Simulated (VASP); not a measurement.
The system is Ga4P3N.

```
N P Ga
1.0
     3.50551    0.00000    0.00000
     0.00000    3.50551    4.95753
     0.00000   -3.50551    4.95753
N P Ga
1 3 4
Cartesian
  0.0000 0.0000 0.0000
  1.7528 -1.7528 2.4788
  1.7528 1.7528 2.4788
  0.0000 0.0000 4.9575
  1.7528 0.0000 8.6757
  0.0000 1.7528 6.1969
  0.0000 -1.7528 6.1969
  1.7528 0.0000 3.7182
```

| Quantity | Value |
| --- | --- |
| Program | VASP 6.6.1 |
| Task | relaxation of cell and atoms |
| Functional | PBE |
| Potentials or basis | VASP PAW PBE potentials, release 64 (N, P, Ga_d) |
| Cutoff | 600 eV |
| k mesh | 6 × 4 × 4 |
| Occupations | fermi-dirac, width 0.02 eV |
| Spin | no spin polarisation |

At the start: pressure 29.5 GPa; volume 15.23 Å³/atom.

Question: How do energy, volume and symmetry change on relaxing?

Answer: Over 26 steps the energy falls by 387.7 meV/atom and the volume is 18.44 Å³/atom (+21.1 %); space group Amm2 (No. 38, to 0.1 Å) before and after.

Step by step:
```tsv
step	energy change (eV)	largest force (eV/Å)	pressure (GPa)	volume (Å³)
1	0.0000	4.4577	29.50	121.84
2	-1.8507	0.5660	-10.73	178.27
3	-2.9073	1.1203	-2.10	152.38
4	-2.9083	1.1561	-1.74	151.72
5	-2.9076	1.1918	-1.42	151.08
6	-3.0583	0.6219	-0.29	148.43
7	-3.0947	0.1611	0.79	146.32
8	-3.0950	0.1595	0.70	146.50
9	-3.1000	0.0740	-0.31	148.05
10	-3.1004	0.0767	-0.10	147.70
11	-3.1010	0.0299	0.01	147.56
12	-3.1010	0.0240	0.03	147.53
13	-3.1010	0.0228	0.02	147.52
14	-3.1011	0.0147	-0.03	147.56
15	-3.1011	0.0169	-0.05	147.59
16	-3.1011	0.0142	0.00	147.56
17	-3.1012	0.0181	0.04	147.51
18	-3.1012	0.0271	0.13	147.40
19	-3.1012	0.0215	0.02	147.47
20	-3.1012	0.0242	0.10	147.43
21	-3.1012	0.0224	0.04	147.45
22	-3.1013	0.0198	0.03	147.47
23	-3.1013	0.0104	-0.03	147.54
24	-3.1014	0.0113	-0.04	147.55
25	-3.1014	0.0056	0.06	147.48
26	-3.1014	0.0037	-0.01	147.50
```

Final structure:
```yaml
crystal:
  lattice:
    - [3.73911, 0.00000, 0.00000]
    - [0.00000, 3.74141, 5.27190]
    - [0.00000, -3.74141, 5.27190]
  atoms:
    - { symbol: N, position: [0.00000, 0.00212, 0.00212] }
    - { symbol: P, position: [0.50000, 0.99922, 0.49904] }
    - { symbol: P, position: [0.50000, 0.49904, 0.99922] }
    - { symbol: P, position: [0.00000, 0.50235, 0.50235] }
    - { symbol: Ga, position: [0.50000, 0.89424, 0.89424] }
    - { symbol: Ga, position: [0.00000, 0.88954, 0.33863] }
    - { symbol: Ga, position: [0.00000, 0.33863, 0.88954] }
    - { symbol: Ga, position: [0.50000, 0.37486, 0.37486] }
```

Caveat: the volume moved by over 15 % at a fixed basis, so the end points are rough.
